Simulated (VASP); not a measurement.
# Cr (Im-3m) in VASP: single point with PBE

Aim: the single point of Cr with PBE.

Everything below comes from runs of VASP 6.6.1. Logs are shortened: lines on timing, memory, paths and dates and some standing lists are left out, and cuts for length are marked.

## 1. The cell of the first run

It takes space group Im-3m (No. 229, cubic). The conventional cell has a = 2.884 Å, b = 2.884 Å, c = 2.884 Å, α = 90.00°, β = 90.00°, γ = 90.00°. Within 3.3 Å of Cr (site symmetry m-3m) lie 14 Cr at 2.50 to 2.88 Å.

## 2. Single point, PBE, collinear spin, ferromagnetic start

INCAR

```
SYSTEM = Cr
PREC = Accurate
ENCUT = 500
EDIFF = 1E-6
ISMEAR = 0
SIGMA = 0.05
LREAL = .False.
LASPH = .True.
NELM = 200
ALGO = Normal
ISIF = 2
LWAVE = .False.
LCHARG = .True.
ISPIN = 2
MAGMOM = 3
LORBIT = 11
LMAXMIX = 4
GGA = PE
LELF = .True.
LVHAR = .True.
NBANDS = 16
GGA_COMPAT = .False.
```

KPOINTS

```
regular mesh
0
Gamma
  10 10 10
  0 0 0
```

POSCAR

```
Cr
1.0
   -1.4419500000      1.4419500000      1.4419500000
    1.4419500000     -1.4419500000      1.4419500000
    1.4419500000      1.4419500000     -1.4419500000
Cr
1
Direct
    0.0000000000      0.0000000000      0.0000000000
```

Potentials or basis: VASP PAW PBE potentials, release 64 (Cr_pv).

On the command line:

```sh
cat potpaw_PBE.64/Cr_pv/POTCAR > POTCAR
mpirun -np 1 vasp_std > vasp.out
```

OUTCAR:

```text
SYSTEM = Cr
   PREC = Accurate
   ENCUT = 500
   EDIFF = 1E-6
   ISMEAR = 0
   LREAL = .False.
   LASPH = .True.
   NELM = 200
   ISIF = 2
   ISPIN = 2
   LORBIT = 11
   GGA = PE

 ion  position               nearest neighbor table
   1  0.000  0.000  0.000-

  LATTYP: Found a body centered cubic cell.
 ALAT       =     2.8839000000

  Lattice vectors:

 A1 = (  -1.4419500000,   1.4419500000,   1.4419500000)
 A2 = (   1.4419500000,  -1.4419500000,   1.4419500000)
 A3 = (   1.4419500000,   1.4419500000,  -1.4419500000)

Analysis of symmetry for initial positions (statically):
=====================================================================
 Subroutine PRICEL returns:
 Original cell was already a primitive cell.

 Routine SETGRP: Setting up the symmetry group for a
 body centered cubic supercell.

 Subroutine GETGRP returns: Found 48 space group operations
 (whereof 48 operations were pure point group operations)
 out of a pool of 48 trial point group operations.

The static configuration has the point symmetry O_h .

Analysis of symmetry for dynamics (positions and initial velocities):
=====================================================================
 Subroutine PRICEL returns:
 Original cell was already a primitive cell.

 Routine SETGRP: Setting up the symmetry group for a
 body centered cubic supercell.

 Subroutine GETGRP returns: Found 48 space group operations
 (whereof 48 operations were pure point group operations)
 out of a pool of 48 trial point group operations.

The dynamic configuration has the point symmetry O_h .

Analysis of structural, dynamic, and magnetic symmetry:
=====================================================================
 Subroutine PRICEL returns:
 Original cell was already a primitive cell.

 Routine SETGRP: Setting up the symmetry group for a
 body centered cubic supercell.

 Subroutine GETGRP returns: Found 48 space group operations
 (whereof 48 operations were pure point group operations)
 out of a pool of 48 trial point group operations.

The overall configuration has the point symmetry O_h .

 Subroutine INISYM returns: Found 48 space group operations
 (whereof 48 operations are pure point group operations),
 and found     1 'primitive' translations

----------------------------------------------------------------------------------------

                                     Primitive cell

  volume of cell :      11.9925

  direct lattice vectors                    reciprocal lattice vectors
    -1.441950000  1.441950000  1.441950000     0.000000000  0.346752661  0.346752661
     1.441950000 -1.441950000  1.441950000     0.346752661  0.000000000  0.346752661
     1.441950000  1.441950000 -1.441950000     0.346752661  0.346752661  0.000000000

  length of vectors
     2.497530662  2.497530662  2.497530662     0.490382316  0.490382316  0.490382316

  position of ions in fractional coordinates (direct lattice)
     0.000000000  0.000000000  0.000000000

  ion indices of the primitive-cell ions
   primitive index   ion index
                 1           1

----------------------------------------------------------------------------------------

 KPOINTS: regular mesh

Automatic generation of k-mesh.
 Grid dimensions read from file:
 generate k-points for:   10   10   10

 Generating k-lattice:

  Cartesian coordinates                     Fractional coordinates (reciprocal lattice)
     0.000000000  0.034675266  0.034675266     0.100000000  0.000000000  0.000000000
     0.034675266  0.000000000  0.034675266     0.000000000  0.100000000  0.000000000
     0.034675266  0.034675266  0.000000000     0.000000000  0.000000000  0.100000000

  Length of vectors
     0.049038232  0.049038232  0.049038232

  Shift w.r.t. Gamma in fractional coordinates (k-lattice)
     0.000000000  0.000000000  0.000000000

 Subroutine IBZKPT returns following result:
 ===========================================

 Found     47 irreducible k-points:

 Following reciprocal coordinates:
            Coordinates               Weight
  0.000000  0.000000  0.000000      1.000000
  0.100000  0.000000  0.000000     12.000000
  0.200000  0.000000  0.000000     12.000000
  0.300000  0.000000  0.000000     12.000000
  0.400000  0.000000  0.000000     12.000000
  0.500000  0.000000  0.000000      6.000000
[... 16 lines left out ...]
  0.300000  0.300000  0.100000      8.000000
 -0.300000  0.300000  0.100000     24.000000
 [... further k-points ...]
   k-points           NKPTS =     47   k-points in BZ     NKDIM =     47   number of bands    NBANDS=     16
   number of dos      NEDOS =    301   number of ions     NIONS =      1
   total plane-waves  NPLWV =   5832
   dimension x,y,z NGX =    18 NGY =   18 NGZ =   18
   dimension x,y,z NGXF=    36 NGYF=   36 NGZF=   36
   ions per type =               1
   NGX,Y,Z   is equivalent  to a cutoff of  11.98, 11.98, 11.98 a.u.
   NGXF,Y,Z  is equivalent  to a cutoff of  23.96, 23.96, 23.96 a.u.
 SYSTEM =  Cr
   PREC   = accura    normal or accurate (medium, high low for compatibility)
   ISTART =      0    job   : 0-new  1-cont  2-samecut
   ICHARG =      2    charge: 1-file 2-atom 10-const
   ISPIN  =      2    spin polarized calculation?
   LNONCOLLINEAR =      F non collinear calculations
   LSORBIT =      F    spin-orbit coupling
   LASPH  =      T    aspherical Exc in radial PAW
   ENCUT  =  500.0 eV  36.75 Ry    6.06 a.u.   4.55  4.55  4.55*2*pi/ulx,y,z
   NELM   =    200;   NELMIN=  2; NELMDL= -5     # of ELM steps
   EDIFF  = 0.1E-05   stopping-criterion for ELM
   LREAL  =      F    real-space projection
   EDIFFG = 0.1E-04   stopping-criterion for IOM
   NSW    =      0    number of steps for IOM
   IBRION =     -1    ionic relax: 0-MD 1-quasi-New 2-CG
   NFREE  =      0    steps in history (QN), initial steepest desc. (CG)
   ISIF   =      2    stress and relaxation
   ISYM   =      2    0-nonsym 1-usesym 2-fastsym
   POTIM  = 0.5000    time-step for ionic-motion
   TEBEG  =    0.0;   TEEND  =   0.0 temperature during run
   PSTRESS=    0.0 pullay stress
   NELECT =      12.0000    total number of electrons
   NUPDOWN=      -1.0000    fix difference up-down
   EMIN   =  10.00;   EMAX   =-10.00  energy-range for DOS
   EFERMI =   0.00;   METHOD = LEGACY
   ISMEAR =     0;   SIGMA  =   0.05  broadening in eV -4-tet -1-fermi 0-gaus
   EFERMI_NEDOS =   21; number of points for ismear=-14 and -15
   IALGO  =     38    algorithm
   IMIX   =      4    mixing-type and parameters
     AMIX     =   0.40;   BMIX     =  1.00
     AMIX_MAG =   1.60;   BMIX_MAG =  1.00
  volume/ion in A,a.u.               =      11.99        80.93
  Fermi-wavevector in a.u.,A,eV,Ry     =   1.637439  3.094310 36.480015  2.681205
  Thomas-Fermi vector in A             =   2.728578
   LORBIT       =     11    0 simple, 1 ext, 2 COOP (PROOUT), +10 PAW based schemes
   GGA     = PE    functional components
   LHFCALC =     F    Hartree Fock is set to
   AEXX    =    0.0000 exact exchange contribution
   IVDW    =     0    specifies the selected vdW correction
   LEPSILON=     F    determine dielectric tensor
   LRPA    =     F    only Hartree local field effects (RPA)
 spin polarized calculation
 Gauss-broadening in eV      SIGMA  =   0.05
  energy-cutoff  :      500.00
  volume of cell :       11.99
 maximum number of plane-waves:       321
   NGX =  9   NGY =  9   NGZ =  9

 number of electron      11.9999982 magnetization      -0.0016190

 number of electron      11.9999982 magnetization       0.0015194

 Free energy of the ion-electron system (eV)
  ---------------------------------------------------
  ext. energy  EPLUGINS =         0.00000000
  ---------------------------------------------------
  free energy    TOTEN  =        -9.49435845 eV

  energy without entropy =       -9.49326783  energy(sigma->0) =       -9.49381314

 E-fermi :  10.4597     XC(G=0): -13.4621

 val. band max:       10.4364764040   @ k =   0.4000   0.0000   0.0000
 cond. band min:      10.5054059258   @ k =  -0.3000   0.3000   0.3000
 fundamental gap:      0.0689295218
 Fermi energy:        10.4597184318

 spin component 1

 k-point     1 :       0.0000    0.0000    0.0000
  band No.  band energies     occupation
      1     -32.3674      1.00000
      2     -32.3674      1.00000
      3     -32.3674      1.00000
      4       2.7252      1.00000
      5       9.5530      1.00000
      6       9.5530      1.00000
[... 8 lines left out ...]
     15      39.5923      0.00000
     16      43.8042      0.00000

 k-point     2 :       0.1000    0.0000    0.0000
  band No.  band energies     occupation
      1     -32.4479      1.00000
      2     -32.3924      1.00000
      3     -32.3679      1.00000
      4       3.1446      1.00000
      5       9.3975      1.00000
      6       9.5193      1.00000
[... 8 lines left out ...]
     15      40.1718      0.00000
     16      40.6279      0.00000

 k-point     3 :       0.2000    0.0000    0.0000
  band No.  band energies     occupation
      1     -32.6553      1.00000
      2     -32.4572      1.00000
      3     -32.3689      1.00000
      4       4.2794      1.00000
      5       9.0083      1.00000
      6       9.3376      1.00000
[... 8 lines left out ...]
     15      38.6773      0.00000
     16      38.6841      0.00000
[... 362 lines left out ...]
 k-point    23 :       0.3000    0.3000    0.1000
  band No.  band energies     occupation
      1     -32.8770      1.00000
      2     -32.8770      1.00000
      3     -32.5374      1.00000
      4       7.6424      1.00000
      5       8.4404      1.00000
      6       8.4404      1.00000
[... 8 lines left out ...]
     15      40.5688      0.00000
     16      47.8790      0.00000

 k-point    24 :      -0.3000    0.3000    0.1000
  band No.  band energies     occupation
      1     -32.8941      1.00000
      2     -32.5647      1.00000
      3     -32.4296      1.00000
      4       5.9147      1.00000
      5       8.8480      1.00000
      6       9.1143      1.00000
[... 8 lines left out ...]
     15      37.2058      0.00000
     16      39.6450      0.00000

 [... further k-points ...]

 spin component 2

 k-point     1 :       0.0000    0.0000    0.0000
  band No.  band energies     occupation
      1     -32.3662      1.00000
      2     -32.3662      1.00000
      3     -32.3662      1.00000
      4       2.7258      1.00000
      5       9.5543      1.00000
      6       9.5543      1.00000
[... 8 lines left out ...]
     15      39.5930      0.00000
     16      43.8048      0.00000

 k-point     2 :       0.1000    0.0000    0.0000
  band No.  band energies     occupation
      1     -32.4467      1.00000
      2     -32.3911      1.00000
      3     -32.3666      1.00000
      4       3.1452      1.00000
      5       9.3987      1.00000
      6       9.5206      1.00000
[... 8 lines left out ...]
     15      40.1727      0.00000
     16      40.6288      0.00000

 k-point     3 :       0.2000    0.0000    0.0000
  band No.  band energies     occupation
      1     -32.6540      1.00000
      2     -32.4560      1.00000
      3     -32.3676      1.00000
      4       4.2800      1.00000
      5       9.0095      1.00000
      6       9.3388      1.00000
[... 8 lines left out ...]
     15      38.6780      0.00000
     16      38.6850      0.00000
[... 362 lines left out ...]
 k-point    23 :       0.3000    0.3000    0.1000
  band No.  band energies     occupation
      1     -32.8758      1.00000
      2     -32.8758      1.00000
      3     -32.5361      1.00000
      4       7.6435      1.00000
      5       8.4414      1.00000
      6       8.4414      1.00000
[... 8 lines left out ...]
     15      40.5692      0.00000
     16      47.8800      0.00000

 k-point    24 :      -0.3000    0.3000    0.1000
  band No.  band energies     occupation
      1     -32.8929      1.00000
      2     -32.5634      1.00000
      3     -32.4284      1.00000
      4       5.9154      1.00000
      5       8.8492      1.00000
      6       9.1153      1.00000
[... 8 lines left out ...]
     15      37.2063      0.00000
     16      39.6456      0.00000

 [... further k-points ...]

------------------------ aborting loop because EDIFF is reached ----------------------------------------

  FORCE on cell =-STRESS in cart. coord.  units (eV):
  Direction    XX          YY          ZZ          XY          YZ          ZX
  --------------------------------------------------------------------------------------
  -------------------------------------------------------------------------------------
  Total       -0.6968334     -0.6968334     -0.6968334     -0.0000000      0.0000000      0.0000000
  in kB      -93.0955513    -93.0955513    -93.0955513     -0.0000000      0.0000000      0.0000000
  external PRESSURE =     -93.0955513 kB  Pullay stress =       0.0000000 kB

 VOLUME and BASIS-vectors are now :
 -----------------------------------------------------------------------------
  energy-cutoff  :      500.00
  volume of cell :       11.99
      direct lattice vectors                 reciprocal lattice vectors
    -1.441950000  1.441950000  1.441950000     0.000000000  0.346752661  0.346752661
     1.441950000 -1.441950000  1.441950000     0.346752661  0.000000000  0.346752661
     1.441950000  1.441950000 -1.441950000     0.346752661  0.346752661  0.000000000

 POSITION                                       TOTAL-FORCE (eV/Angst)
 -----------------------------------------------------------------------------------
      0.00000      0.00000      0.00000         0.000000      0.000000      0.000000
 -----------------------------------------------------------------------------------
    total drift:                                0.000000      0.000000      0.000000

  FREE ENERGIE OF THE ION-ELECTRON SYSTEM (eV)
  ---------------------------------------------------
  free  energy   TOTEN  =        -9.4943584457 eV

  energy  without entropy=       -9.4932678345  energy(sigma->0) =       -9.49381314

 total charge

# of ion       s       p       d       tot
------------------------------------------
    1        0.427   6.390   4.158  10.975

 magnetization (x)

# of ion       s       p       d       tot
------------------------------------------
    1       -0.000   0.000   0.000   0.000
```

Run time: 23 s. Hardware: 1 thread of Intel Xeon 8259CL, shared host; peak memory 0.13 GiB.

What came out:

| Item | Value |
| --- | --- |
| Free energy | -9.4944 eV |
| Pressure | -9.3 GPa |
| Band gap on the k mesh | zero (filled and empty bands overlap) |
| Net moment | 0.00 μB per cell |
| Valence electrons inside the program's atomic spheres | Cr 10.97 |

Levels at points of the mesh, in eV from the Fermi level:
Spin up:
```csv
k point,band 4,band 5,band 6,band 7,band 8,band 9
"(0.00, 0.00, 0.00)",-7.73,-0.91,-0.91,-0.91,1.05,1.05
"(0.50, 0.00, 0.00)",-4.27,-2.37,1.01,1.04,1.36,2.64
"(0.50, 0.50, 0.50)",-4.11,-4.11,2.27,2.27,2.27,7.02
```
Spin down:
```csv
k point,band 3,band 4,band 5,band 6,band 7,band 8,band 9,band 10
"(0.00, 0.00, 0.00)",-42.83,-7.73,-0.91,-0.91,-0.91,1.05,1.05,7.02
"(0.50, 0.00, 0.00)",-42.83,-4.27,-2.37,1.01,1.04,1.36,2.64,7.01
"(0.50, 0.50, 0.50)",-43.39,-4.11,-4.11,2.27,2.27,2.27,7.02,10.26
```

Caveat: the cell stands under tension; the moments typed at the start vanished in this run.

The gap in the log of VASP goes by the Fermi energy; the results here count the filled bands.